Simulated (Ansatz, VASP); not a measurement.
# SnO in VASP and in Ansatz

```
Sn O
1.0
     3.94457    0.00000    0.00000
     0.00000    3.65943    0.00000
     0.00000    0.00000    4.83600
Sn O
2 2
Cartesian
  0.0000 1.8297 1.1534
  1.9723 0.0000 3.6826
  0.0000 0.0000 0.0000
  1.9723 1.8297 0.0000
```

Change from the starting cell: strain +0.0375 x Voigt [1, -1, 0, 0, 0, 0], atoms carried along.

Alike in both runs: task single point; functional PBEsol; k mesh 12 × 12 × 10; occupations gaussian, width 0.15 eV; no spin polarisation.

|  | VASP | Ansatz |
| --- | --- | --- |
| version | VASP 6.6.1 | Ansatz 0.2.0 |
| potentials or method | VASP PAW PBE potentials, release 64 (Sn_d, O), cutoff 520 eV | scalar-relativistic, plane waves, PAW |
| valence electrons in the cell | 40 | 40 |

```csv
,VASP,Ansatz,Ansatz less VASP
gap on the k mesh at the Fermi level (eV),none,none,-
pressure (GPa),0.8,0.6,-0.24
"traceless stress, the component that is largest in VASP (GPa)",2.82,2.72,-0.103
rms of the force components (eV/Å),0.240,0.218,-0.0222
```

VASP's potentials were made for PBE, not for PBEsol. Atom by atom the forces differ by 0.036 eV/Å (rms over components). A gap of «none» marks a metal or a gap that the smearing closes.
